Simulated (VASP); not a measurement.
Here is a VASP 6.6.1 calculation.

INCAR

```
SYSTEM = BN
ALGO     = Normal         ! electronic algorithm
EDIFF    = 1E-7           ! SCF threshold, eV
ENCUT    = 520            ! plane-wave cutoff, eV
GGA      = PE             ! functional
ISIF     = 2              ! what is computed and relaxed
ISMEAR   = 0              ! smearing method
LASPH    = .True.         ! aspherical terms in the spheres
LCHARG   = .False.        ! write CHGCAR
LREAL    = .False.        ! projectors in reciprocal space
LWAVE    = .False.        ! write WAVECAR
NBANDS   = 16             ! bands
NELM     = 60             ! most SCF steps
PREC     = Accurate       ! precision mode
SIGMA    = 0.05           ! smearing width, eV
```

KPOINTS

```
k-points
0
Gamma
  12 12 6
  0 0 0
```

Contents of POSCAR:

```
BN
1.0
    2.5545800960      0.0000000000      0.0000000000
   -1.2772900480      2.2123312591      0.0000000000
    0.0000000000      0.0000000000      4.2245145352
B N
2 2
Direct
    0.6228000294      0.3333333333      0.9998058547
    0.3771999706      0.6666666667      0.4998058547
    0.7136411186      0.3333333333      0.6251941453
    0.2863588814      0.6666666667      0.1251941453
```

Potentials or basis: VASP PAW PBE potentials, release 64 (B, N).

Run with:

```sh
$ cat potpaw_PBE.64/B/POTCAR potpaw_PBE.64/N/POTCAR > POTCAR
$ mpirun -np 1 vasp_std > vasp.out
```

What does it give for the band gap on the k mesh?

4.96 eV, indirect (least direct gap 7.88 eV).

Estimate the largest force.

1.400 eV/Å.

Stress tensor (GPa, compression positive):
```
-3.11  4.24  0.00
 4.24  1.08  0.00
 0.00  0.00  1.45
```

Caveat: the cell differs from its parent crystal (mode 4 (471.6 1/cm) frozen in, largest displacement -0.120 Å); forces of over 1 eV/Å act on the atoms, so gaps and moduli don't describe the material at rest. A k mesh can miss the band edges.
